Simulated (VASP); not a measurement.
# Ni (P6_3/mmc) in VASP: a series of runs

Runs on Ni. Level: LDA. Tasks: single point.

Everything below comes from runs of VASP 6.6.1. Logs are shortened: lines on timing, memory, paths and dates and some standing lists are left out, and cuts for length are marked.

## 1. The cell of the first run

It takes space group P6_3/mmc (No. 194, hexagonal). Conventional cell: a = 2.448 Å, b = 2.448 Å, c = 4.073 Å, α = 90.00°, β = 90.00°, γ = 120.00°. Ni (site symmetry -6m2) has 12 Ni at 2.45 to 2.48 Å within 3.2 Å.

## 2. Single point, LDA, collinear spin, ferromagnetic start

The input, INCAR:

```
SYSTEM = Ni
PREC = Accurate
ENCUT = 520
EDIFF = 1E-7
ISMEAR = 1
SIGMA = 0.01
LREAL = .FALSE.
LASPH = .TRUE.
NELM = 150
ALGO = Normal
ISIF = 2
LWAVE = .FALSE.
LCHARG = .FALSE.
ISPIN = 2
MAGMOM = 1.5 1.5
LORBIT = 11
LMAXMIX = 4
NBANDS = 21
```

The input, KPOINTS:

```
regular mesh
0
G
  13 13 7
  0 0 0
```

The input, POSCAR:

```
Ni
1.0
    2.4480200000      0.0000000000      0.0000000000
   -1.2240100000      2.1200500000      0.0000000000
    0.0000000000      0.0000000000      4.0728100000
Ni
2
Direct
    0.3333333333      0.6666666667      0.2500000000
    0.6666666667      0.3333333333      0.7500000000
```

Potentials or basis: VASP PAW LDA potentials, release 64 (Ni).

Command:

```
$ cat potpaw_LDA.64/Ni/POTCAR > POTCAR
$ mpirun -np 1 vasp_std > vasp.out
```

OUTCAR:

```text
SYSTEM = Ni
   PREC = Accurate
   ENCUT = 520
   EDIFF = 1E-7
   ISMEAR = 1
   LREAL = .FALSE.
   LASPH = .TRUE.
   NELM = 150
   ISIF = 2
   ISPIN = 2
   LORBIT = 11

 ion  position               nearest neighbor table
   1  0.333  0.667  0.250-   2 2.48   2 2.48   2 2.48   2 2.48   2 2.48   2 2.48
   2  0.667  0.333  0.750-   1 2.48   1 2.48   1 2.48   1 2.48   1 2.48   1 2.48

  LATTYP: Found a hexagonal cell.
 ALAT       =     2.4480200000
 C/A-ratio  =     1.6637159827

  Lattice vectors:

 A1 = (   2.4480200000,   0.0000000000,   0.0000000000)
 A2 = (  -1.2240100000,   2.1200500000,   0.0000000000)
 A3 = (   0.0000000000,   0.0000000000,   4.0728100000)

Analysis of symmetry for initial positions (statically):
=====================================================================
 Subroutine PRICEL returns:
 Original cell was already a primitive cell.

 Routine SETGRP: Setting up the symmetry group for a
 hexagonal supercell.

 Subroutine GETGRP returns: Found 24 space group operations
 (whereof 12 operations were pure point group operations)
 out of a pool of 24 trial point group operations.

The static configuration has the point symmetry D_3d.
 The point group associated with its full space group is D_6h.

Analysis of symmetry for dynamics (positions and initial velocities):
=====================================================================
 Subroutine PRICEL returns:
 Original cell was already a primitive cell.

 Routine SETGRP: Setting up the symmetry group for a
 hexagonal supercell.

 Subroutine GETGRP returns: Found 24 space group operations
 (whereof 12 operations were pure point group operations)
 out of a pool of 24 trial point group operations.

The dynamic configuration has the point symmetry D_3d.
 The point group associated with its full space group is D_6h.

Analysis of structural, dynamic, and magnetic symmetry:
=====================================================================
 Subroutine PRICEL returns:
 Original cell was already a primitive cell.

 Routine SETGRP: Setting up the symmetry group for a
 hexagonal supercell.

 Subroutine GETGRP returns: Found 24 space group operations
 (whereof 12 operations were pure point group operations)
 out of a pool of 24 trial point group operations.

The overall configuration has the point symmetry D_3d.
 The point group associated with its full space group is D_6h.

 Subroutine INISYM returns: Found 24 space group operations
 (whereof 12 operations are pure point group operations),
 and found     1 'primitive' translations

----------------------------------------------------------------------------------------

                                     Primitive cell

  volume of cell :      21.1376

  direct lattice vectors                    reciprocal lattice vectors
     2.448020000  0.000000000  0.000000000     0.408493395  0.235843494  0.000000000
    -1.224010000  2.120050000  0.000000000     0.000000000  0.471686989  0.000000000
     0.000000000  0.000000000  4.072810000     0.000000000  0.000000000  0.245530727

  length of vectors
     2.448020000  2.448022157  4.072810000     0.471687404  0.471686989  0.245530727

  position of ions in fractional coordinates (direct lattice)
     0.333333333  0.666666667  0.250000000
     0.666666667  0.333333333  0.750000000

  ion indices of the primitive-cell ions
   primitive index   ion index
                 1           1
                 2           2

----------------------------------------------------------------------------------------

 KPOINTS: regular mesh

Automatic generation of k-mesh.
 Grid dimensions read from file:
 generate k-points for:   13   13    7

 Generating k-lattice:

  Cartesian coordinates                     Fractional coordinates (reciprocal lattice)
     0.031422569  0.018141807  0.000000000     0.076923077  0.000000000  0.000000000
     0.000000000  0.036283615  0.000000000     0.000000000  0.076923077  0.000000000
     0.000000000  0.000000000  0.035075818     0.000000000  0.000000000  0.142857143

  Length of vectors
     0.036283646  0.036283615  0.035075818

  Shift w.r.t. Gamma in fractional coordinates (k-lattice)
     0.000000000  0.000000000  0.000000000

 Subroutine IBZKPT returns following result:
 ===========================================

 Found     84 irreducible k-points:

 Following reciprocal coordinates:
            Coordinates               Weight
  0.000000  0.000000  0.000000      1.000000
  0.076923  0.000000  0.000000      6.000000
  0.153846  0.000000  0.000000      6.000000
  0.230769 -0.000000  0.000000      6.000000
  0.307692  0.000000  0.000000      6.000000
  0.384615  0.000000  0.000000      6.000000
[... 16 lines left out ...]
  0.076923  0.000000  0.142857     12.000000
  0.153846  0.000000  0.142857     12.000000
 [... further k-points ...]
   k-points           NKPTS =     84   k-points in BZ     NKDIM =     84   number of bands    NBANDS=     21
   number of dos      NEDOS =    301   number of ions     NIONS =      2
   total plane-waves  NPLWV =   9720
   dimension x,y,z NGX =    18 NGY =   18 NGZ =   30
   dimension x,y,z NGXF=    36 NGYF=   36 NGZF=   60
   ions per type =               2
   NGX,Y,Z   is equivalent  to a cutoff of  12.22, 12.22, 12.25 a.u.
   NGXF,Y,Z  is equivalent  to a cutoff of  24.45, 24.45, 24.49 a.u.
 SYSTEM =  Ni
   PREC   = accura    normal or accurate (medium, high low for compatibility)
   ISTART =      0    job   : 0-new  1-cont  2-samecut
   ICHARG =      2    charge: 1-file 2-atom 10-const
   ISPIN  =      2    spin polarized calculation?
   LNONCOLLINEAR =      F non collinear calculations
   LSORBIT =      F    spin-orbit coupling
   LASPH  =      T    aspherical Exc in radial PAW
   ENCUT  =  520.0 eV  38.22 Ry    6.18 a.u.   4.55  4.55  7.57*2*pi/ulx,y,z
   NELM   =    150;   NELMIN=  2; NELMDL= -5     # of ELM steps
   EDIFF  = 0.1E-06   stopping-criterion for ELM
   LREAL  =      F    real-space projection
   EDIFFG = 0.1E-05   stopping-criterion for IOM
   NSW    =      0    number of steps for IOM
   IBRION =     -1    ionic relax: 0-MD 1-quasi-New 2-CG
   NFREE  =      0    steps in history (QN), initial steepest desc. (CG)
   ISIF   =      2    stress and relaxation
   ISYM   =      2    0-nonsym 1-usesym 2-fastsym
[... 15 lines left out ...]
  Thomas-Fermi vector in A             =   2.703256
   LORBIT       =     11    0 simple, 1 ext, 2 COOP (PROOUT), +10 PAW based schemes
   GGA     = CA    functional components
   LHFCALC =     F    Hartree Fock is set to
   AEXX    =    0.0000 exact exchange contribution
   IVDW    =     0    specifies the selected vdW correction
   LEPSILON=     F    determine dielectric tensor
   LRPA    =     F    only Hartree local field effects (RPA)
 spin polarized calculation
 Methfessel and Paxton  Order N= 1 SIGMA  =   0.01
  energy-cutoff  :      520.00
  volume of cell :       21.14
 maximum number of plane-waves:       586
   NGX =  9   NGY =  9   NGZ = 15

 number of electron      19.9999995 magnetization       1.1898560

 Free energy of the ion-electron system (eV)
  ---------------------------------------------------
  ext. energy  EPLUGINS =         0.00000000
  ---------------------------------------------------
  free energy    TOTEN  =       -13.06719992 eV

  energy without entropy =      -13.06718711  energy(sigma->0) =      -13.06719565

 E-fermi :   9.4661     XC(G=0): -13.7838

 val. band max:        9.4638228136   @ k =   0.2308   0.0769   0.2857
 cond. band min:       9.4688389098   @ k =   0.3077   0.3077   0.1429
 fundamental gap:      0.0050160962
 Fermi energy:         9.4661195693

 spin component 1

 k-point     1 :       0.0000    0.0000    0.0000
  band No.  band energies     occupation
      1       0.2594      1.00000
      2       4.4737      1.00000
      3       6.9519      1.00000
      4       7.1275      1.00000
      5       7.1275      1.00000
      6       7.3939      1.00000
[... 13 lines left out ...]
     20      36.2010      0.00000
     21      40.1177      0.00000

 k-point     2 :       0.0769    0.0000    0.0000
  band No.  band energies     occupation
      1       0.4722      1.00000
      2       4.6086      1.00000
      3       6.8641      1.00000
      4       7.1901      1.00000
      5       7.2221      1.00000
      6       7.3457      1.00000
[... 13 lines left out ...]
     20      38.3954      0.00000
     21      39.0146      0.00000

 k-point     3 :       0.1538    0.0000    0.0000
  band No.  band energies     occupation
      1       1.0942      1.00000
      2       4.9596      1.00000
      3       6.6608      1.00000
      4       6.9460      1.00000
      5       7.1639      1.00000
      6       7.4286      1.00000
[... 13 lines left out ...]
     20      38.3789      0.00000
     21      38.8845      0.00000
[... 457 lines left out ...]
 k-point    23 :       0.0769    0.0000    0.1429
  band No.  band energies     occupation
      1       0.6684      1.00000
      2       4.5197      1.00000
      3       6.8567      1.00000
      4       7.1021      1.00000
      5       7.1846      1.00000
      6       7.2300      1.00000
[... 13 lines left out ...]
     20      38.2792      0.00000
     21      39.6284      0.00000

 k-point    24 :       0.1538    0.0000    0.1429
  band No.  band energies     occupation
      1       1.2827      1.00000
      2       4.9011      1.00000
      3       6.6797      1.00000
      4       6.7174      1.00000
      5       7.0968      1.00000
      6       7.3865      1.00000
[... 13 lines left out ...]
     20      37.7441      0.00000
     21      38.7040      0.00000

 [... further k-points ...]

 spin component 2

 k-point     1 :       0.0000    0.0000    0.0000
  band No.  band energies     occupation
      1       0.3019      1.00000
      2       4.8345      1.00000
      3       7.5434      1.00000
      4       7.7024      1.00000
      5       7.7024      1.00000
      6       7.9837      1.00000
[... 13 lines left out ...]
     20      36.3333      0.00000
     21      40.2635      0.00000

 k-point     2 :       0.0769    0.0000    0.0000
  band No.  band energies     occupation
      1       0.5150      1.00000
      2       4.9761      1.00000
      3       7.4382      1.00000
      4       7.7780      1.00000
      5       7.8002      1.00000
      6       7.9316      1.00000
[... 13 lines left out ...]
     20      38.5235      0.00000
     21      39.1225      0.00000

 k-point     3 :       0.1538    0.0000    0.0000
  band No.  band energies     occupation
      1       1.1387      1.00000
      2       5.3481      1.00000
      3       7.2105      1.00000
      4       7.3189      1.00000
      5       7.7390      1.00000
      6       8.0267      1.00000
[... 13 lines left out ...]
     20      38.4750      0.00000
     21      38.9887      0.00000
[... 457 lines left out ...]
 k-point    23 :       0.0769    0.0000    0.1429
  band No.  band energies     occupation
      1       0.7115      1.00000
      2       4.8443      1.00000
      3       7.4315      1.00000
      4       7.6797      1.00000
      5       7.7162      1.00000
      6       7.7597      1.00000
[... 13 lines left out ...]
     20      38.3917      0.00000
     21      39.7265      0.00000

 k-point    24 :       0.1538    0.0000    0.1429
  band No.  band energies     occupation
      1       1.3279      1.00000
      2       5.2464      1.00000
      3       7.0976      1.00000
      4       7.2349      1.00000
      5       7.6722      1.00000
      6       7.9379      1.00000
[... 13 lines left out ...]
     20      37.8590      0.00000
     21      38.7893      0.00000

 [... further k-points ...]
[... 5 lines left out ...]
  --------------------------------------------------------------------------------------
  -------------------------------------------------------------------------------------
  Total       -1.3469226     -1.3469258     -1.7205891      0.0000000     -0.0000000      0.0000000
  in kB     -102.0934807   -102.0937206   -130.4164944      0.0000000     -0.0000000      0.0000000
  external PRESSURE =    -111.5345652 kB  Pullay stress =       0.0000000 kB

 VOLUME and BASIS-vectors are now :
 -----------------------------------------------------------------------------
  energy-cutoff  :      520.00
  volume of cell :       21.14
      direct lattice vectors                 reciprocal lattice vectors
     2.448020000  0.000000000  0.000000000     0.408493395  0.235843494  0.000000000
    -1.224010000  2.120050000  0.000000000     0.000000000  0.471686989  0.000000000
     0.000000000  0.000000000  4.072810000     0.000000000  0.000000000  0.245530727

 POSITION                                       TOTAL-FORCE (eV/Angst)
 -----------------------------------------------------------------------------------
     -0.00000      1.41337      1.01820        -0.000000      0.000000      0.000000
      1.22401      0.70668      3.05461         0.000000     -0.000000      0.000000
 -----------------------------------------------------------------------------------
    total drift:                               -0.000000      0.000000     -0.000000

  FREE ENERGIE OF THE ION-ELECTRON SYSTEM (eV)
  ---------------------------------------------------
  free  energy   TOTEN  =       -13.0671999220 eV

  energy  without entropy=      -13.0671871128  energy(sigma->0) =      -13.06719565

 total charge

# of ion       s       p       d       tot
------------------------------------------
    1        0.511   0.521   8.342   9.374
    2        0.511   0.521   8.342   9.374
--------------------------------------------------
tot          1.022   1.042  16.684  18.748

 magnetization (x)

# of ion       s       p       d       tot
------------------------------------------
    1       -0.004  -0.019   0.621   0.598
    2       -0.004  -0.019   0.621   0.598
--------------------------------------------------
tot         -0.008  -0.038   1.243   1.197
```

It took 98 s on 1 thread of Intel Xeon 8259CL, shared host; peak memory 0.16 GiB.

What came out:

- Free energy: -13.0672 eV
- Pressure: -11.2 GPa
- Net moment: 1.19 μB per cell
- Site moments: Ni +0.60 μB
- Valence electrons inside the program's atomic spheres: Ni 9.37

Levels at points of the mesh, in eV from the Fermi level:
Spin up:
```csv
k point,band 7,band 8,band 9,band 10,band 11,band 12,band 13,band 14,band 15,band 16
"(0.00, 0.00, 0.00)",-2.07,-1.57,-1.57,-0.63,-0.63,-0.52,5.64,23.15,25.21,25.21
```
Spin down:
| k point | band 7 | band 8 | band 9 | band 10 | band 11 | band 12 |
| --- | --- | --- | --- | --- | --- | --- |
| (0.00, 0.00, 0.00) | -1.48 | -0.99 | -0.99 | -0.49 | -0.01 | -0.01 |

## 3. Single point, LDA, collinear spin, ferromagnetic start

This run uses another cell than the first one, of 10.78 Å³/atom, 1.020 times its volume.

INCAR, as its differences from that of step 2:

```diff
@@ -17,2 +17,3 @@
 LMAXMIX = 4
+GGA = CA
 NBANDS = 21
```

The input, KPOINTS:

```
Automatic mesh
0
G
  13 13 7
  0 0 0
```

The input, POSCAR:

```
Ni
1.0
    2.4642325255      0.0000000000      0.0000000000
   -1.2321162627      2.1340904754      0.0000000000
    0.0000000000      0.0000000000      4.0997830377
Ni
2
Direct
    0.3333333333      0.6666666667      0.2500000000
    0.6666666667      0.3333333333      0.7500000000
```

Potentials or basis: VASP PAW LDA potentials, release 64 (Ni).

Command:

```
$ cat potpaw_LDA.64/Ni/POTCAR > POTCAR
$ mpirun -np 1 vasp_std > vasp.out
```

It took 1.9 min on 1 thread of Intel Xeon 8259CL, shared host; peak memory 0.17 GiB.

It converged, with:

- Free energy: -13.0329 eV
- Pressure: -14.8 GPa
- Net moment: 1.20 μB per cell
- Site moments: Ni +0.60 μB
- Valence electrons inside the program's atomic spheres: Ni 9.34

Stress tensor (GPa, compression positive):
```
-13.97   0.00   0.00
  0.00 -13.97   0.00
  0.00   0.00 -16.54
```

Levels at points of the mesh, in eV from the Fermi level:
Spin up:
| k point | band 7 | band 8 | band 9 | band 10 | band 11 | band 12 | band 13 | band 14 | band 15 | band 16 |
| --- | --- | --- | --- | --- | --- | --- | --- | --- | --- | --- |
| (0.00, 0.00, 0.00) | -2.03 | -1.55 | -1.55 | -0.63 | -0.63 | -0.48 | 5.50 | 22.98 | 24.86 | 24.86 |
Spin down:
| k point | band 6 | band 7 | band 8 | band 9 | band 10 | band 11 | band 12 | band 13 |
| --- | --- | --- | --- | --- | --- | --- | --- | --- |
| (0.00, 0.00, 0.00) | -1.44 | -1.44 | -0.96 | -0.96 | -0.45 | -0.01 | -0.01 | 5.88 |

## 4. Single point, LDA, collinear spin, ferromagnetic start

This run uses another cell than the first one, of 10.99 Å³/atom, 1.040 times its volume.

The input, INCAR:

```
SYSTEM = Ni
  ALGO = Normal
  EDIFF = 1E-6
  ENCUT = 520
  ISIF = 2
  ISMEAR = 1
  ISPIN = 2
  LASPH = .TRUE.
  LCHARG = .FALSE.
  LMAXMIX = 4
  LORBIT = 11
  LREAL = .FALSE.
  LWAVE = .FALSE.
  MAGMOM = 1.5 1.5
  NBANDS = 21
  NELM = 150
  PREC = Accurate
  SIGMA = 0.01
```

The input, KPOINTS:

```
k-points
0
G
  13 13 7
  0 0 0
```

The input, POSCAR:

```
Ni
1.0
    2.4802344837      0.0000000000      0.0000000000
   -1.2401172419      2.1479485941      0.0000000000
    0.0000000000      0.0000000000      4.1264057515
Ni
2
Direct
    0.3333333333      0.6666666667      0.2500000000
    0.6666666667      0.3333333333      0.7500000000
```

Command:

```
$ cat potpaw_LDA.64/Ni/POTCAR > POTCAR
$ mpirun -np 1 vasp_std > vasp.out
```

Wall time 65 s (1 thread of Intel Xeon 8259CL, shared host); peak memory 0.17 GiB.

It converged, with:

```yaml
Free_energy: -12.9899 eV
Pressure: -17.9 GPa
Net_moment: 1.25 μB per cell
Site_moments: Ni +0.63 μB
Valence_electrons_inside_the_program's_atomic_spheres: Ni 9.30
```

Stress tensor (GPa, compression positive):
```
-17.17   0.00   0.00
  0.00 -17.17   0.00
  0.00   0.00 -19.49
```

Levels at points of the mesh, in eV from the Fermi level:
Spin up:
```
           k point  band 8  band 9  band 10  band 11  band 12  band 13  band 14  band 15
(0.00, 0.00, 0.00)   -1.54   -1.54    -0.65    -0.65    -0.44     5.35    22.81    24.50
```
Spin down:
| k point | band 6 | band 7 | band 8 | band 9 | band 10 | band 11 | band 12 | band 13 |
| --- | --- | --- | --- | --- | --- | --- | --- | --- |
| (0.00, 0.00, 0.00) | -1.39 | -1.39 | -0.93 | -0.93 | -0.41 | -0.01 | -0.01 | 5.74 |

## 5. Single point, LDA, collinear spin, ferromagnetic start

This run uses another cell than the first one, of 11.20 Å³/atom, 1.060 times its volume.

The input, INCAR:

```
SYSTEM = Ni
PREC = Accurate
ENCUT = 520
EDIFF = 1E-6
ISMEAR = 1
SIGMA = 0.01
LREAL = .FALSE.
LASPH = .TRUE.
NELM = 150
ALGO = Normal
ISIF = 2
LWAVE = .FALSE.
LCHARG = .TRUE.
ISPIN = 2
MAGMOM = 1.5 1.5
LORBIT = 11
LMAXMIX = 4
GGA = CA
LELF = .TRUE.
LVHAR = .TRUE.
NBANDS = 21
```

The input, KPOINTS:

```
Automatic mesh
0
G
  13 13 7
  0 0 0
```

The input, POSCAR:

```
Ni
1.0
    2.4960325815      0.0000000000      0.0000000000
   -1.2480162908      2.1616301642      0.0000000000
    0.0000000000      0.0000000000      4.1526892993
Ni
2
Direct
    0.3333333333      0.6666666667      0.2500000000
    0.6666666667      0.3333333333      0.7500000000
```

Command:

```
$ cat potpaw_LDA.64/Ni/POTCAR > POTCAR
$ mpirun -np 1 vasp_std > vasp.out
```

It took 93 s on 1 thread of Intel Xeon 8259CL, shared host; peak memory 0.17 GiB.

It converged, with:

| Quantity | Value |
| --- | --- |
| Free energy | -12.9388 eV |
| Pressure | -20.8 GPa |
| Net moment | 1.25 μB per cell |
| Site moments | Ni +0.63 μB |
| Valence electrons inside the program's atomic spheres | Ni 9.27 |

Stress tensor (GPa, compression positive):
```
-20.13   0.00   0.00
  0.00 -20.13   0.00
  0.00   0.00 -22.22
```

Levels at points of the mesh, in eV from the Fermi level:
Spin up:
```
           k point  band 9  band 10  band 11  band 12  band 13  band 14
(0.00, 0.00, 0.00)   -1.52    -0.65    -0.65    -0.40     5.22    22.65
```
Spin down:
| k point | band 7 | band 8 | band 9 | band 10 | band 11 | band 12 |
| --- | --- | --- | --- | --- | --- | --- |
| (0.00, 0.00, 0.00) | -1.36 | -0.90 | -0.90 | -0.38 | -0.01 | -0.01 |

## 6. Overview

```tsv
cell	gap on the mesh (eV)	pressure (GPa)	moment (μB)
a = 2.448, b = 2.448, c = 4.073 Å, angles 90.0, 90.0, 120.0°, 2 atoms	none	-11.2	1.19
a = 2.464, b = 2.464, c = 4.100 Å, angles 90.0, 90.0, 120.0°, 2 atoms	none	-14.8	1.20
a = 2.480, b = 2.480, c = 4.126 Å, angles 90.0, 90.0, 120.0°, 2 atoms	none	-17.9	1.25
a = 2.496, b = 2.496, c = 4.153 Å, angles 90.0, 90.0, 120.0°, 2 atoms	none	-20.8	1.25
```

Alike in all rows: task single point; level LDA; potentials or basis VASP PAW LDA potentials, release 64 (Ni); spin collinear, ferromagnetic start; k mesh 13 × 13 × 7; cutoff (eV) 520; smearing methfessel-paxton 0.01 eV.

Total energies depend on the potentials used, so only differences within one code and one set of settings carry meaning.
